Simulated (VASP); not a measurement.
# Sn5S9 (a cell with a defect) in VASP: single point with PBE

Aim: the single point of Sn5S9 (a cell with a defect) with PBE.

All numbers are computed with VASP 6.6.1; they aren't measurements. Logs are shortened: lines on timing, memory, paths and dates and some standing lists are left out, and cuts for length are marked.

**1. The cell of the first run**

The cell holds a defect, 28 atoms: a = 9.368 Å, b = 9.368 Å, c = 9.368 Å, α = 72.73°, β = 72.73°, γ = 72.73°.

**2. Single point, PBE (with an interstitial atom, then relaxed in part)**

Input file INCAR:

```
SYSTEM = Sn5S9
PREC     = Accurate       ! precision mode
ENCUT    = 400            ! plane-wave cutoff, eV
EDIFF    = 1E-6           ! SCF threshold, eV
ISMEAR   = 0              ! smearing method
SIGMA    = 0.01           ! smearing width, eV
LREAL    = .FALSE.        ! projectors in reciprocal space
LASPH    = .TRUE.         ! aspherical terms in the spheres
NELM     = 120            ! most SCF steps
ALGO     = Normal         ! electronic algorithm
ISIF     = 2              ! what is computed and relaxed
LWAVE    = .FALSE.        ! write WAVECAR
LCHARG   = .TRUE.         ! write CHGCAR
GGA      = PE             ! functional
LELF     = .TRUE.         ! ELF
LVHAR    = .TRUE.       
NBANDS   = 144            ! bands
GGA_COMPAT= .FALSE.
```

Input file KPOINTS:

```
Automatic mesh
0
Gamma
  2 2 2
  0.5 0.5 0.5
```

Input file POSCAR:

```
Sn5S9
1.0
   -5.5546873704     -3.2070002486     -6.8276761257
    0.0000000000      6.4140004972     -6.8276761257
    5.5546873704     -3.2070002486     -6.8276761257
Sn S
10 18
Direct
    0.6801179611     -0.0111732153      0.3288287964
    0.6837872131      0.3378921465      0.0051874771
    0.3307830488     -0.0152044229      0.6520267450
    0.6799802015      0.6613610380      0.6561993950
    0.3345489133      0.3336582384      0.3286108096
    0.0071377474     -0.0112119123      0.0010214345
    0.3344175440      0.6611235009      0.0010622510
    1.0071776910      0.3338891412      0.6559323615
    1.0072452467      0.6612866406      0.3286304582
    0.5069993449      0.1610654443      0.8291353563
    0.4923433993      0.1485942831      0.1418619299
    0.4947812863      0.4744534417      0.8134581472
    0.1549997950      0.1449812913      0.4710849593
    0.4915369631      0.8041162290      0.4761616353
    0.1524507257      0.4763904187      0.1465469720
    0.8202316646      0.1461144068      0.8162212819
    0.1501051538      0.8086135682      0.8124509116
    0.8223230687      0.4795694333      0.4737953078
    0.8252117258      0.8067144075      0.1439255083
    0.1892996319      0.8460051285      0.1830106051
    0.1941754845      0.1736176127      0.8438025353
    0.8621198498      0.8433209740      0.5135445189
    0.1921539886      0.5160034796      0.5103559978
    0.8646098018      0.1773491368      0.1811425499
    0.5221248323      0.8480087938      0.8414001786
    0.8596675072      0.5187202944      0.8447409815
    0.5197131464      0.1765053351      0.5154867676
    0.5229644802      0.5137985864      0.1857663016
```

Potentials or basis: VASP PAW PBE potentials, release 64 (Sn_d, S).

Launch:

```console
$ cat potpaw_PBE.64/Sn_d/POTCAR potpaw_PBE.64/S/POTCAR > POTCAR
$ mpirun -np 1 vasp_std > vasp.out
```

OUTCAR:

```text
SYSTEM = Sn5S9
   PREC = Accurate
   ENCUT = 400
   EDIFF = 1E-6
   ISMEAR = 0
   LREAL = .FALSE.
   LASPH = .TRUE.
   NELM = 120
   ISIF = 2
   GGA = PE

 ion  position               nearest neighbor table
   1  0.680  0.989  0.329-  22 2.59  19 2.60  24 2.64  14 2.64  27 2.67  11 2.67   9 3.64   6 3.64
                             4 3.64   3 3.74   2 3.74
   2  0.684  0.338  0.005-  28 2.55  26 2.55  24 2.55  16 2.68  12 2.68  11 2.68  10 3.62   4 3.74
                             6 3.74   7 3.74   8 3.74   1 3.74   5 3.74
   3  0.331  0.985  0.652-  14 2.55  13 2.55  17 2.55  21 2.68  27 2.68  25 2.68  10 3.62   5 3.74
                             1 3.74   6 3.74   4 3.74   7 3.74   8 3.74
   4  0.680  0.661  0.656-  22 2.57  18 2.57  26 2.60  14 2.60  25 2.65  12 2.65   8 3.64   9 3.64
                             1 3.64   2 3.74   3 3.74
   5  0.335  0.334  0.329-  23 2.57  15 2.57  13 2.60  28 2.60  11 2.64  27 2.65   8 3.64   9 3.64
                             7 3.64   3 3.74   2 3.74
   6  0.007  0.989  0.001-  19 2.57  20 2.57  24 2.60  17 2.61  16 2.64  21 2.64   1 3.64   7 3.64
                             9 3.64   2 3.74   3 3.74
   7  0.334  0.661  0.001-  15 2.59  20 2.59  17 2.64  28 2.64  12 2.66  25 2.67   9 3.64   6 3.64
                             5 3.64   2 3.74   3 3.74
   8  0.007  0.334  0.656-  18 2.60  23 2.60  26 2.64  13 2.64  16 2.67  21 2.67   4 3.64   5 3.64
                             9 3.64   2 3.74   3 3.74
   9  0.007  0.661  0.329-  18 2.59  23 2.59  19 2.59  20 2.59  22 2.60  15 2.60   1 3.64   8 3.64
                             7 3.64   4 3.64   5 3.64   6 3.64
  10  0.507  0.161  0.829-  11 2.86  21 2.86  25 2.86  16 2.86  12 2.86  27 2.87   3 3.62   2 3.62

  11  0.492  0.149  0.142-   5 2.64   1 2.67   2 2.68  10 2.86
  12  0.495  0.474  0.813-   4 2.65   7 2.66   2 2.68  10 2.86
  13  0.155  0.145  0.471-   3 2.55   5 2.60   8 2.64
  14  0.492  0.804  0.476-   3 2.55   4 2.60   1 2.64
  15  0.152  0.476  0.147-   5 2.57   7 2.59   9 2.60
  16  0.820  0.146  0.816-   6 2.64   8 2.67   2 2.68  10 2.86
  17  0.150  0.809  0.812-   3 2.55   6 2.61   7 2.64
  18  0.822  0.480  0.474-   4 2.57   9 2.59   8 2.60
  19  0.825  0.807  0.144-   6 2.57   9 2.59   1 2.60
  20  0.189  0.846  0.183-   6 2.57   7 2.59   9 2.59
  21  0.194  0.174  0.844-   6 2.64   8 2.67   3 2.68  10 2.86
  22  0.862  0.843  0.514-   4 2.57   1 2.59   9 2.60
  23  0.192  0.516  0.510-   5 2.57   9 2.59   8 2.60
  24  0.865  0.177  0.181-   2 2.55   6 2.60   1 2.64
  25  0.522  0.848  0.841-   4 2.65   7 2.67   3 2.68  10 2.86
  26  0.860  0.519  0.845-   2 2.55   4 2.60   8 2.64
  27  0.520  0.177  0.515-   5 2.65   1 2.67   3 2.68  10 2.87
  28  0.523  0.514  0.186-   2 2.55   5 2.60   7 2.64

  LATTYP: Found a trigonal (rhomboedric) cell.
 ALAT       =     9.3678473330
 COS(alpha) =     0.2968149504

  Lattice vectors:

 A1 = (  -5.5546873704,  -3.2070002486,  -6.8276761257)
 A2 = (   0.0000000000,   6.4140004972,  -6.8276761257)
 A3 = (   5.5546873704,  -3.2070002486,  -6.8276761257)

Analysis of symmetry for initial positions (statically):
=====================================================================
 Subroutine PRICEL returns:
 Original cell was already a primitive cell.

 Routine SETGRP: Setting up the symmetry group for a
 trigonal (rhombohedral) supercell.

 Subroutine GETGRP returns: Found  1 space group operations
 (whereof  1 operations were pure point group operations)
 out of a pool of 12 trial point group operations.

The static configuration has the point symmetry C_1 .

Analysis of symmetry for dynamics (positions and initial velocities):
=====================================================================
 Subroutine PRICEL returns:
 Original cell was already a primitive cell.

 Routine SETGRP: Setting up the symmetry group for a
 trigonal (rhombohedral) supercell.

 Subroutine GETGRP returns: Found  1 space group operations
 (whereof  1 operations were pure point group operations)
 out of a pool of 12 trial point group operations.

The dynamic configuration has the point symmetry C_1 .

 Subroutine INISYM returns: Found  1 space group operations
 (whereof  1 operations are pure point group operations),
 and found     1 'primitive' translations

----------------------------------------------------------------------------------------

                                     Primitive cell

  volume of cell :     729.7646

  direct lattice vectors                    reciprocal lattice vectors
    -5.554687370 -3.207000249 -6.827676126    -0.090014067 -0.051969646 -0.048820906
     0.000000000  6.414000497 -6.827676126     0.000000000  0.103939291 -0.048820906
     5.554687370 -3.207000249 -6.827676126     0.090014067 -0.051969646 -0.048820906

  length of vectors
     9.367847333  9.367847333  9.367847333     0.114834042  0.114834042  0.114834042

  position of ions in fractional coordinates (direct lattice)
     0.680117961  0.988826785  0.328828796
     0.683787213  0.337892147  0.005187477
     0.330783049  0.984795577  0.652026745
     0.679980202  0.661361038  0.656199395
     0.334548913  0.333658238  0.328610810
     0.007137747  0.988788088  0.001021434
[... 20 lines left out ...]
     0.519713146  0.176505335  0.515486768
     0.522964480  0.513798586  0.185766302

  ion indices of the primitive-cell ions
   primitive index   ion index
                 1           1
                 2           2
                 3           3
                 4           4
                 5           5
                 6           6
[... 20 lines left out ...]
                27          27
                28          28

----------------------------------------------------------------------------------------

 KPOINTS: Automatic mesh

Automatic generation of k-mesh.
 Grid dimensions read from file:
 generate k-points for:    2    2    2

 Generating k-lattice:

  Cartesian coordinates                     Fractional coordinates (reciprocal lattice)
    -0.045007033 -0.025984823 -0.024410453     0.500000000 -0.000000000  0.000000000
     0.000000000  0.051969646 -0.024410453    -0.000000000  0.500000000 -0.000000000
     0.045007033 -0.025984823 -0.024410453     0.000000000 -0.000000000  0.500000000

  Length of vectors
     0.057417021  0.057417021  0.057417021

  Shift w.r.t. Gamma in fractional coordinates (k-lattice)
     0.500000000  0.500000000  0.500000000

 Subroutine IBZKPT returns following result:
 ===========================================

 Found      4 irreducible k-points:

 Following reciprocal coordinates:
            Coordinates               Weight
  0.250000  0.250000  0.250000      2.000000
 -0.250000  0.250000  0.250000      2.000000
  0.250000 -0.250000  0.250000      2.000000
  0.250000  0.250000 -0.250000      2.000000
   k-points           NKPTS =      4   k-points in BZ     NKDIM =      4   number of bands    NBANDS=    144
   number of dos      NEDOS =    301   number of ions     NIONS =     28
   total plane-waves  NPLWV = 262144
   dimension x,y,z NGX =    64 NGY =   64 NGZ =   64
   dimension x,y,z NGXF=   128 NGYF=  128 NGZF=  128
   ions per type =              10  18
   NGX,Y,Z   is equivalent  to a cutoff of  11.36, 11.36, 11.36 a.u.
   NGXF,Y,Z  is equivalent  to a cutoff of  22.72, 22.72, 22.72 a.u.
 SYSTEM =  Sn5S9
   PREC   = accura    normal or accurate (medium, high low for compatibility)
   ISTART =      0    job   : 0-new  1-cont  2-samecut
   ICHARG =      2    charge: 1-file 2-atom 10-const
   ISPIN  =      1    spin polarized calculation?
   LNONCOLLINEAR =      F non collinear calculations
   LSORBIT =      F    spin-orbit coupling
   LASPH  =      T    aspherical Exc in radial PAW
   ENCUT  =  400.0 eV  29.40 Ry    5.42 a.u.  15.28 15.28 15.28*2*pi/ulx,y,z
   NELM   =    120;   NELMIN=  2; NELMDL= -5     # of ELM steps
   EDIFF  = 0.1E-05   stopping-criterion for ELM
   LREAL  =      F    real-space projection
   EDIFFG = 0.1E-04   stopping-criterion for IOM
   NSW    =      0    number of steps for IOM
   IBRION =     -1    ionic relax: 0-MD 1-quasi-New 2-CG
   NFREE  =      0    steps in history (QN), initial steepest desc. (CG)
   ISIF   =      2    stress and relaxation
   ISYM   =      2    0-nonsym 1-usesym 2-fastsym
   POTIM  = 0.5000    time-step for ionic-motion
   TEBEG  =    0.0;   TEEND  =   0.0 temperature during run
   PSTRESS=    0.0 pullay stress
   NELECT =     248.0000    total number of electrons
   NUPDOWN=      -1.0000    fix difference up-down
   EMIN   =  10.00;   EMAX   =-10.00  energy-range for DOS
   EFERMI =   0.00;   METHOD = LEGACY
   ISMEAR =     0;   SIGMA  =   0.01  broadening in eV -4-tet -1-fermi 0-gaus
   EFERMI_NEDOS =   21; number of points for ismear=-14 and -15
   IALGO  =     38    algorithm
   IMIX   =      4    mixing-type and parameters
     AMIX     =   0.40;   BMIX     =  1.00
     AMIX_MAG =   1.60;   BMIX_MAG =  1.00
  volume/ion in A,a.u.               =      26.06       175.88
  Fermi-wavevector in a.u.,A,eV,Ry     =   1.142434  2.158887 17.757719  1.305156
  Thomas-Fermi vector in A             =   2.279132
   LORBIT       =      0    0 simple, 1 ext, 2 COOP (PROOUT), +10 PAW based schemes
   GGA     = PE    functional components
   LHFCALC =     F    Hartree Fock is set to
   AEXX    =    0.0000 exact exchange contribution
   IVDW    =     0    specifies the selected vdW correction
   LEPSILON=     F    determine dielectric tensor
   LRPA    =     F    only Hartree local field effects (RPA)
 non-spin polarized calculation
 Gauss-broadening in eV      SIGMA  =   0.01
  energy-cutoff  :      400.00
  volume of cell :      729.76
 maximum number of plane-waves:     13262
 NGX is ok and might be reduce to    64
   NGX = 31   NGY = 31   NGZ = 31

 number of electron     248.0000002 magnetization

 Free energy of the ion-electron system (eV)
  ---------------------------------------------------
  ext. energy  EPLUGINS =         0.00000000
  ---------------------------------------------------
  free energy    TOTEN  =      -122.74427776 eV

  energy without entropy =     -122.74427776  energy(sigma->0) =     -122.74427776

 E-fermi :   4.8555     XC(G=0):  -8.8583

 val. band max:        4.7961025652   @ k =   0.2500   0.2500   0.2500
 cond. band min:       4.9101551065   @ k =   0.2500   0.2500   0.2500
 fundamental gap:      0.1140525412
 Fermi energy:         4.8555282620

 k-point     1 :       0.2500    0.2500    0.2500
  band No.  band energies     occupation
      1     -17.4944      2.00000
      2     -17.4942      2.00000
      3     -17.4799      2.00000
      4     -17.4675      2.00000
      5     -17.4673      2.00000
      6     -17.4672      2.00000
[... 545 lines left out ...]
    135       7.4427      0.00000
    136       7.8011      0.00000
 [bands above 136 left out]

------------------------ aborting loop because EDIFF is reached ----------------------------------------

  FORCE on cell =-STRESS in cart. coord.  units (eV):
  Direction    XX          YY          ZZ          XY          YZ          ZX
  --------------------------------------------------------------------------------------
  -------------------------------------------------------------------------------------
  Total        5.4699458      5.4726416     -0.5234544      0.0003383      0.0165533      0.0356466
  in kB       12.0091102     12.0150288     -1.1492293      0.0007426      0.0363423      0.0782610
  external PRESSURE =       7.6249699 kB  Pullay stress =       0.0000000 kB

 VOLUME and BASIS-vectors are now :
 -----------------------------------------------------------------------------
  energy-cutoff  :      400.00
  volume of cell :      729.76
      direct lattice vectors                 reciprocal lattice vectors
    -5.554687370 -3.207000249 -6.827676126    -0.090014067 -0.051969646 -0.048820906
     0.000000000  6.414000497 -6.827676126     0.000000000  0.103939291 -0.048820906
     5.554687370 -3.207000249 -6.827676126     0.090014067 -0.051969646 -0.048820906

 POSITION                                       TOTAL-FORCE (eV/Angst)
 -----------------------------------------------------------------------------------
     -1.95130      3.10664    -13.64015        -0.000032     -0.003433      0.004660
     -3.76941     -0.04230     -7.01111        -0.001991     -0.001644      0.004931
      1.78441      3.16461    -13.43417         0.001806     -0.001703     -0.001505
     -0.13209     -0.04316    -13.63856        -0.001086      0.003339      0.004532
     -0.03298      0.01333     -6.80595        -0.003851      0.005744     -0.002208
     -0.03397      6.31592     -6.80683        -0.000155     -0.009386     -0.000079
[... 20 lines left out ...]
     -0.02348     -2.18778     -8.27313        -0.001828     -0.001774     -0.000833
     -1.87303      1.02260     -8.34703         0.002631     -0.000347      0.001734
 -----------------------------------------------------------------------------------
    total drift:                               -0.000757     -0.001228      0.000987

  FREE ENERGIE OF THE ION-ELECTRON SYSTEM (eV)
  ---------------------------------------------------
  free  energy   TOTEN  =      -122.7442777554 eV

  energy  without entropy=     -122.7442777554  energy(sigma->0) =     -122.74427776
```

It took 5.8 min on 1 thread of Intel Xeon Platinum 8488C (Sapphire Rapids), shared host; peak memory 0.62 GiB.

What came out:

```yaml
Free_energy: -122.7443 eV
Pressure: 0.8 GPa
Largest_force: 0.012 eV/Å
Band_gap_on_the_k_mesh: 0.11 eV
```

Forces in eV/Å, atoms in the order of the input:
```
Sn   0.000 -0.003  0.005
Sn  -0.002 -0.002  0.005
Sn   0.002 -0.002 -0.002
Sn  -0.001  0.003  0.005
Sn  -0.004  0.006 -0.002
Sn   0.000 -0.009  0.000
Sn   0.003 -0.003 -0.002
Sn  -0.006  0.003  0.001
Sn  -0.004  0.001  0.000
Sn  -0.004  0.000  0.000
S    0.003  0.000 -0.001
S    0.002  0.001 -0.001
S    0.008 -0.001 -0.008
S    0.000 -0.002 -0.003
S   -0.001  0.000 -0.007
S   -0.005  0.000 -0.001
S    0.002  0.009 -0.007
S    0.003 -0.002 -0.007
S    0.003  0.000 -0.005
S    0.002 -0.002  0.005
S    0.003  0.007  0.003
S   -0.001  0.000  0.005
S    0.002 -0.002  0.005
S   -0.005  0.005  0.006
S   -0.004 -0.002  0.000
S    0.002 -0.005  0.006
S   -0.002 -0.002 -0.001
S    0.003  0.000  0.002
```

Levels at points of the mesh, in eV from the valence-band top:
```
           k point  band 122  band 123  band 124  band 125  band 126  band 127
(0.25, 0.25, 0.25)     -1.72     -1.70      0.00      0.11      0.27      0.28
```

Caveat: the cell differs from its parent crystal (with an interstitial atom, then relaxed in part); spin-orbit coupling is left out, which moves the levels of the heavy elements.
